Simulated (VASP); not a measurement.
# Sr2Si4Bi (P4/mmm) in VASP: notebook

Runs on Sr2Si4Bi. Level: PBE+D3(BJ). Tasks: relaxation of cell and atoms, single point.

Everything below comes from runs of VASP 6.6.1. Logs are shortened: lines on timing, memory, paths and dates and some standing lists are left out, and cuts for length are marked.

## (1) The cell of the first run

Symmetry: P4/mmm, No. 123, tetragonal system. Conventional cell: a = 4.210 Å, b = 4.210 Å, c = 10.922 Å, α = 90.00°, β = 90.00°, γ = 90.00°. Within 3.3 Å of Sr (site symmetry 4mm) lie 1 Bi at 2.47 Å and 8 Si at 3.28 Å. Si (site symmetry 4mm) has 2 Si at 2.20 to 2.74 Å within 2.9 Å. Within 3.6 Å of Si (site symmetry 4mm) lie 2 Si at 2.74 to 3.24 Å and 4 Sr at 3.28 Å. Bi (site symmetry 4/mmm) has 2 Sr at 2.47 Å and 8 Si at 3.17 Å within 3.3 Å.

## (2) Relaxation of cell and atoms, PBE+D3(BJ)

Contents of INCAR:

```
SYSTEM = Sr2Si4Bi
  ALGO = Normal
  EDIFF = 1E-6
  EDIFFG = -0.04
  ENCUT = 600
  GGA = PE
  IBRION = 2
  ISIF = 3
  ISMEAR = 0
  IVDW = 12
  LASPH = .True.
  LCHARG = .False.
  LREAL = .False.
  LWAVE = .False.
  NELM = 100
  NSW = 90
  PREC = Accurate
  SIGMA = 0.1
```

Contents of KPOINTS:

```
k-points
0
Gamma
  4 4 2
  0 0 0
```

Contents of POSCAR:

```
Sr2Si4Bi
1.0
    4.2095238100      0.0000000000      0.0000000000
    0.0000000000      4.2095238100      0.0000000000
    0.0000000000      0.0000000000     10.9216913500
Sr Si Bi
2 4 1
Direct
    0.0000000000      0.0000000000      0.7738058400
    0.0000000000      0.0000000000      0.2261941600
    0.5000000000      0.5000000000      0.8992830000
    0.5000000000      0.5000000000      0.6483286700
    0.5000000000      0.5000000000      0.3516713300
    0.5000000000      0.5000000000      0.1007170000
    0.0000000000      0.0000000000      0.0000000000
```

Potentials or basis: VASP PAW PBE potentials, release 64 (Sr_sv, Si, Bi_d).

Command:

```bash
$ cat potpaw_PBE.64/Sr_sv/POTCAR potpaw_PBE.64/Si/POTCAR potpaw_PBE.64/Bi_d/POTCAR > POTCAR
$ mpirun -np 1 vasp_std > vasp.out
```

OUTCAR:

```text
SYSTEM = Sr2Si4Bi
   EDIFF = 1E-6
   EDIFFG = -0.04
   ENCUT = 600
   GGA = PE
   IBRION = 2
   ISIF = 3
   ISMEAR = 0
   IVDW = 12
   LASPH = .True.
   LREAL = .False.
   NELM = 100
   NSW = 90
   PREC = Accurate
 IVDW          = 12

 ion  position               nearest neighbor table
   1  0.000  0.000  0.774-   7 2.47   3 3.28   3 3.28   3 3.28   3 3.28   4 3.28   4 3.28   4 3.28
                             4 3.28   2 4.94
   2  0.000  0.000  0.226-   7 2.47   6 3.28   6 3.28   6 3.28   6 3.28   5 3.28   5 3.28   5 3.28
                             5 3.28   1 4.94
   3  0.500  0.500  0.899-   6 2.20   4 2.74   7 3.17   7 3.17   7 3.17   7 3.17   1 3.28   1 3.28
                             1 3.28   1 3.28
   4  0.500  0.500  0.648-   3 2.74   1 3.28   1 3.28   1 3.28   1 3.28
   5  0.500  0.500  0.352-   6 2.74   2 3.28   2 3.28   2 3.28   2 3.28
   6  0.500  0.500  0.101-   3 2.20   5 2.74   7 3.17   7 3.17   7 3.17   7 3.17   2 3.28   2 3.28
                             2 3.28   2 3.28
   7  0.000  0.000  0.000-   1 2.47   2 2.47   3 3.17   6 3.17   3 3.17   6 3.17   3 3.17   6 3.17
                             3 3.17   6 3.17

  LATTYP: Found a simple tetragonal cell.
 ALAT       =     4.2095238100
 C/A-ratio  =     2.5945194381

  Lattice vectors:

 A1 = (   4.2095238100,   0.0000000000,   0.0000000000)
 A2 = (   0.0000000000,   4.2095238100,   0.0000000000)
 A3 = (   0.0000000000,   0.0000000000,  10.9216913500)

Analysis of symmetry for initial positions (statically):
=====================================================================
 Subroutine PRICEL returns:
 Original cell was already a primitive cell.

 Routine SETGRP: Setting up the symmetry group for a
 simple tetragonal supercell.

 Subroutine GETGRP returns: Found 16 space group operations
 (whereof 16 operations were pure point group operations)
 out of a pool of 16 trial point group operations.

The static configuration has the point symmetry D_4h.

Analysis of symmetry for dynamics (positions and initial velocities):
=====================================================================
 Subroutine PRICEL returns:
 Original cell was already a primitive cell.

 Routine SETGRP: Setting up the symmetry group for a
 simple tetragonal supercell.

 Subroutine GETGRP returns: Found 16 space group operations
 (whereof 16 operations were pure point group operations)
 out of a pool of 16 trial point group operations.

The dynamic configuration has the point symmetry D_4h.

 Subroutine INISYM returns: Found 16 space group operations
 (whereof 16 operations are pure point group operations),
 and found     1 'primitive' translations

----------------------------------------------------------------------------------------

                                     Primitive cell

  volume of cell :     193.5334

  direct lattice vectors                    reciprocal lattice vectors
[... 94 lines left out ...]
   PSTRESS=    0.0 pullay stress
   NELECT =      51.0000    total number of electrons
   NUPDOWN=      -1.0000    fix difference up-down
   EMIN   =  10.00;   EMAX   =-10.00  energy-range for DOS
   EFERMI =   0.00;   METHOD = LEGACY
   ISMEAR =     0;   SIGMA  =   0.10  broadening in eV -4-tet -1-fermi 0-gaus
   EFERMI_NEDOS =   21; number of points for ismear=-14 and -15
   IALGO  =     38    algorithm
   IMIX   =      4    mixing-type and parameters
     AMIX     =   0.40;   BMIX     =  1.00
     AMIX_MAG =   1.60;   BMIX_MAG =  1.00
  volume/ion in A,a.u.               =      27.65       186.58
  Fermi-wavevector in a.u.,A,eV,Ry     =   1.049574  1.983407 14.988246  1.101605
  Thomas-Fermi vector in A             =   2.184542
   LORBIT       =      0    0 simple, 1 ext, 2 COOP (PROOUT), +10 PAW based schemes
   GGA     = PE    functional components
   LHFCALC =     F    Hartree Fock is set to
   AEXX    =    0.0000 exact exchange contribution
   IVDW    =    12    specifies the selected vdW correction
   LEPSILON=     F    determine dielectric tensor
   LRPA    =     F    only Hartree local field effects (RPA)
 conjugate gradient relaxation of ions
 non-spin polarized calculation
 Gauss-broadening in eV      SIGMA  =   0.10
  energy-cutoff  :      600.00
  volume of cell :      193.53
 maximum number of plane-waves:      6527
 NGX is ok and might be reduce to    36
   NGX = 17   NGY = 17   NGZ = 43

--------------------------------------- Ionic step        1  -------------------------------------------

 number of electron      50.9999997 magnetization

 Free energy of the ion-electron system (eV)
  ---------------------------------------------------
  ext. energy  EPLUGINS =         0.00000000
  ---------------------------------------------------
  free energy    TOTEN  =       -21.77778955 eV

  energy without entropy =      -21.75724505  energy(sigma->0) =      -21.76751730

------------------------ aborting loop because EDIFF is reached ----------------------------------------

 Edisp (eV)   -2.26771

 E8    (eV) :    -1.0837
[... 120 lines left out ...]
  FREE ENERGIE OF THE ION-ELECTRON SYSTEM (eV)
  ---------------------------------------------------
  free  energy   TOTEN  =       -27.8195815156 eV

  energy  without entropy=      -27.7870384179  energy(sigma->0) =      -27.80330997

 E-fermi :   3.8031     XC(G=0):  -8.8722

 val. band max:        3.7352915892   @ k =   0.2500   0.2500   0.5000
 cond. band min:       3.8068974667   @ k =   0.5000   0.0000   0.5000
 fundamental gap:      0.0716058776
 Fermi energy:         3.8030764012

 k-point     1 :       0.0000    0.0000    0.0000
  band No.  band energies     occupation
      1     -30.8640      2.00000
      2     -30.8633      2.00000
      3     -19.0837      2.00000
      4     -19.0768      2.00000
      5     -19.0546      2.00000
      6     -19.0215      2.00000
[... 385 lines left out ...]
     29       3.6932      1.87968
     30       6.2925      0.00000

[... ionic steps 4 to 16 ...]

--------------------------------------- Ionic step       17  -------------------------------------------

 number of electron      51.0000006 magnetization

------------------------ aborting loop because EDIFF is reached ----------------------------------------
[... 85 lines left out ...]
--------------------------------------- Ionic step       19  -------------------------------------------

 number of electron      51.0000005 magnetization

 Free energy of the ion-electron system (eV)
  ---------------------------------------------------
  ext. energy  EPLUGINS =         0.00000000
  ---------------------------------------------------
  free energy    TOTEN  =       -27.43973403 eV

  energy without entropy =      -27.40896389  energy(sigma->0) =      -27.42434896

 E-fermi :   4.4986     XC(G=0):  -9.2164

 val. band max:        4.4908234611   @ k =   0.5000   0.0000   0.5000
 cond. band min:       4.5074963226   @ k =   0.5000   0.0000   0.0000
 fundamental gap:      0.0166728616
 Fermi energy:         4.4986423010

 k-point     1 :       0.0000    0.0000    0.0000
  band No.  band energies     occupation
      1     -30.4364      2.00000
      2     -30.4245      2.00000
      3     -18.0216      2.00000
      4     -18.0152      2.00000
      5     -17.9643      2.00000
      6     -17.9383      2.00000
[... 423 lines left out ...]
  FREE ENERGIE OF THE ION-ELECTRON SYSTEM (eV)
  ---------------------------------------------------
  free  energy   TOTEN  =       -29.7096165917 eV

  energy  without entropy=      -29.6788464555  energy(sigma->0) =      -29.69423152

 reached required accuracy - stopping structural energy minimisation
```

CONTCAR:

```text
Sr2Si4Bi
   1.00000000000000
     4.3125731923029003    0.0000000000000000    0.0000000000000000
    -0.0000000000000000    4.3125731923028994   -0.0000000000000000
     0.0000000000000000   -0.0000000000000000   10.1346121740793063
  Sr              Si              Bi
     2     4     1
Direct
     0.0000000000000000    0.0000000000000000    0.6873917710316739
     0.0000000000000000    0.0000000000000000    0.3126082289683261
     0.5000000000000000    0.5000000000000000    0.8849135191267675
     0.5000000000000000    0.5000000000000000    0.6560900007399912
     0.5000000000000000    0.5000000000000000    0.3439099992600088
     0.5000000000000000    0.5000000000000000    0.1150864808732324
     0.0000000000000000    0.0000000000000000    0.0000000000000000

  0.00000000E+00  0.00000000E+00  0.00000000E+00
  0.00000000E+00  0.00000000E+00  0.00000000E+00
  0.00000000E+00  0.00000000E+00  0.00000000E+00
  0.00000000E+00  0.00000000E+00  0.00000000E+00
  0.00000000E+00  0.00000000E+00  0.00000000E+00
  0.00000000E+00  0.00000000E+00  0.00000000E+00
  0.00000000E+00  0.00000000E+00  0.00000000E+00
```

Wall time 12 min (1 thread of Intel Xeon 6975P-C (Granite Rapids), shared host); peak memory 0.41 GiB.

What came out:

* Free energy: -29.7096 eV
* Relaxed volume: 26.93 Å³/atom
* Relaxed cell: a = 4.313 Å, b = 4.313 Å, c = 10.135 Å, α = 90.00°, β = 90.00°, γ = 90.00°
* Space group after relaxing (to 0.1 Å): P4/mmm (No. 123)
* Energy gained by relaxing: 809.2 meV/atom
* Ionic steps: 19
* Pressure after relaxing: 0.1 GPa
* Largest force after relaxing: 0.038 eV/Å
* Band gap on the k mesh: zero (an odd number of electrons rules out a gap without spin polarisation)
* Dispersion energy per atom: -0.324 eV

Forces in eV/Å, atoms in the order of the input:
```
Sr   0.000  0.000  0.020
Sr   0.000  0.000 -0.020
Si   0.000  0.000 -0.038
Si   0.000  0.000 -0.031
Si   0.000  0.000  0.031
Si   0.000  0.000  0.038
Bi   0.000  0.000  0.000
```

The path:
| step | energy change (eV) | largest force (eV/Å) | pressure (GPa) | volume (Å³) |
| --- | --- | --- | --- | --- |
| 1 | 0.0000 | 8.9274 | 9.05 | 193.53 |
| 2 | -2.8975 | 0.3339 | -3.99 | 235.94 |
| 3 | -3.7741 | 1.0745 | -2.82 | 216.47 |
| 4 | -3.7777 | 1.1544 | -2.71 | 215.84 |
| 5 | -3.7779 | 1.2902 | -2.51 | 214.82 |
| 6 | -4.0799 | 1.1576 | -0.76 | 202.65 |
| 7 | -4.2049 | 0.9608 | 2.03 | 189.35 |
| 8 | -4.4437 | 0.8645 | 1.97 | 188.37 |
| 9 | -5.1313 | 1.0492 | 1.81 | 184.81 |
| 10 | -4.6294 | 2.6883 | 6.75 | 174.80 |
| 11 | -5.3987 | 0.9634 | 2.28 | 182.41 |
| 12 | -5.4793 | 0.6029 | 3.71 | 178.86 |
| 13 | -5.5208 | 0.7778 | 3.14 | 180.03 |
| 14 | -5.5412 | 0.5810 | -2.13 | 197.34 |
| 15 | -5.6621 | 0.1271 | 0.13 | 188.51 |
| 16 | -5.6621 | 0.1283 | 0.15 | 188.34 |
| 17 | -5.6634 | 0.1095 | -0.03 | 188.58 |
| 18 | -5.6641 | 0.0420 | 0.04 | 188.49 |
| 19 | -5.6641 | 0.0381 | 0.06 | 188.49 |

Final structure:
```
Sr Si Bi
1.0
     4.31257    0.00000    0.00000
     0.00000    4.31257    0.00000
     0.00000    0.00000   10.13461
Sr Si Bi
2 4 1
Direct
  0.00000 0.00000 0.68739
  0.00000 0.00000 0.31261
  0.50000 0.50000 0.88491
  0.50000 0.50000 0.65609
  0.50000 0.50000 0.34391
  0.50000 0.50000 0.11509
  0.00000 0.00000 0.00000
```

Caveat: the k points lie up to 0.36 Å⁻¹ apart in the final cell, too coarse for converged energies and pressures of a metal; spin-orbit coupling is left out, which moves the levels of the heavy elements.

## (3) Single point, PBE+D3(BJ)

This run uses another cell than the first one, of 25.33 Å³/atom.

Contents of INCAR:

```
PREC = Accurate
ENCUT = 520
EDIFF = 1E-6
ISMEAR = 0
SIGMA = 0.1
LREAL = False
LASPH = True
NELM = 80
ALGO = Normal
ISIF = 2
LWAVE = False
LCHARG = False
GGA = PE
IVDW = 12
NBANDS = 34
```

Contents of KPOINTS:

```
regular mesh
0
Gamma
  10 10 4
```

Contents of POSCAR:

```
Sr2Si4Bi
1.0
    4.2277112602      0.0000000000      0.0000000000
    0.0000000000      4.2277112602      0.0000000000
    0.0000000000      0.0000000000      9.9188304284
Sr Si Bi
2 4 1
Direct
    0.0000000000      0.0000000000      0.6801652145
    0.0000000000      0.0000000000      0.3198347855
    0.5000000000      0.5000000000      0.8664667519
    0.5000000000      0.5000000000      0.6183420375
    0.5000000000      0.5000000000      0.3816579625
    0.5000000000      0.5000000000      0.1335332481
    0.0000000000      0.0000000000      0.0000000000
```

Potentials or basis: VASP PAW PBE potentials, release 64 (Sr_sv, Si, Bi_d).

Command:

```bash
$ cat potpaw_PBE.64/Sr_sv/POTCAR potpaw_PBE.64/Si/POTCAR potpaw_PBE.64/Bi_d/POTCAR > POTCAR
$ mpirun -np 1 vasp_std > vasp.out
```

Run time: 3.2 min. Hardware: 1 thread of Intel Xeon 6975P-C (Granite Rapids), shared host; peak memory 0.52 GiB.

It converged, with:

* Free energy: -30.2542 eV
* Pressure: 0.1 GPa
* Largest force: 0.009 eV/Å
* Band gap on the k mesh: zero (an odd number of electrons rules out a gap without spin polarisation)
* Dispersion energy per atom: -0.342 eV

Forces on the atoms (eV/Å):
```
Sr   0.000  0.000  0.000
Sr   0.000  0.000  0.000
Si   0.000  0.000  0.004
Si   0.000  0.000 -0.009
Si   0.000  0.000  0.009
Si   0.000  0.000 -0.004
Bi   0.000  0.000  0.000
```

Levels at points of the mesh, in eV from the Fermi level:
```csv
k point,band 22,band 23,band 24,band 25,band 26,band 27,band 28,band 29,band 30,band 31
"(0.00, 0.00, 0.00)",-0.39,-0.39,-0.22,0.39,0.39,0.66,1.44,1.64,2.47,2.68
"(0.50, 0.00, 0.00)",-1.52,-0.98,-0.50,-0.34,0.10,0.47,0.47,2.46,2.54,2.67
"(0.50, 0.50, 0.00)",-2.21,-2.21,-1.47,-1.47,-1.33,1.06,1.06,1.72,1.72,1.94
"(0.00, 0.00, 0.50)",-0.53,-0.53,-0.53,0.74,0.81,0.91,0.91,1.27,1.62,1.62
"(0.50, 0.00, 0.50)",-1.40,-0.89,-0.67,-0.62,0.12,0.49,0.75,1.10,1.35,1.94
"(0.50, 0.50, 0.50)",-2.30,-1.55,-1.14,-1.14,-0.50,0.12,0.12,0.13,2.76,2.98
```

Caveat: spin-orbit coupling is left out, which moves the levels of the heavy elements.
